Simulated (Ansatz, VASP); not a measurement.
# One calculation of LaMnIn, two programs

Contents of INCAR:

```
ALGO = Normal
EDIFF = 1E-6
ENCUT = 520
GGA = PE
ISIF = 2
ISMEAR = -1
ISPIN = 2
LASPH = True
LCHARG = True
LELF = True
LMAXMIX = 6
LORBIT = 11
LREAL = False
LVHAR = True
LWAVE = False
MAGMOM = 0 0 0
NBANDS = 30
NELM = 150
NUPDOWN = 0.0
PREC = Accurate
SIGMA = 0.05
```

Contents of KPOINTS:

```
k-points
0
Gamma
  6 6 6
```

Contents of POSCAR:

```
LaMnIn
1.0
    4.5933407550      0.0000000000      0.0000000000
   -2.2966703775      3.9779497821      0.0000000000
    0.0000000000      0.0000000000      4.0965590000
La In Mn
1 1 1
Direct
    0.0000000000      0.0000000000      0.0000000000
    0.3333333333      0.6666666667      0.5000000000
    0.6666666667      0.3333333333      0.5000000000
```

input.yaml

```yaml
crystal:
  lattice:
    - [4.593340755, 0.0, 0.0]
    - [-2.2966703775, 3.9779497821, 0.0]
    - [0.0, 0.0, 4.096559]
  atoms:
    - { symbol: La, position: [0.0, 0.0, 0.0] }
    - { symbol: In, position: [0.3333333333, 0.6666666667, 0.5] }
    - { symbol: Mn, position: [0.6666666667, 0.3333333333, 0.5] }
hamiltonian:
  xc: pbe
  pseudopotentials: { kind: paw }
magnetization:
  spin_polarized: true
  initial_magnetization: 0.0
  spin_locking: { lock_magnetization: hard }
kpoints:
  mp_grid: { grid: [6, 6, 6] }
scf:
  occupations: { method: fermi_dirac, width: 0.05 }
  lower_state_search: "off"
output:
  forces: true
  stress: true
  eigenvalues: true
```

Alike in both runs: task single point; functional PBE; k mesh 6 × 6 × 6; occupations fermi-dirac, width 0.05 eV; collinear spin; fixed moment 0 μB.

|  | VASP | Ansatz |
| --- | --- | --- |
| version | VASP 6.6.1 | Ansatz 0.2.0 |
| potentials or method | VASP PAW PBE potentials, release 64 (La, In_d, Mn_pv) | Ansatz PAW |
| plane-wave cutoff (eV) | 520 | 420 |
| valence electrons in the cell | 37 | 39 |

Ansatz gave:

```
pressure (GPa)                                                : -0.8
traceless stress, the component that is largest in VASP (GPa) : 0.37
net moment per atom (μB)                                      : 0.00
```

Q: What did VASP give for the same quantities?

A: Pressure (GPa): -0.9; traceless stress, the component that is largest in VASP (GPa): 0.36; net moment per atom (μB): 0.00.

VASP's potentials hold 37 valence electrons a cell and Ansatz's 39, so a difference there can come from the potentials and not from the codes.

Neither program's run includes spin-orbit coupling.
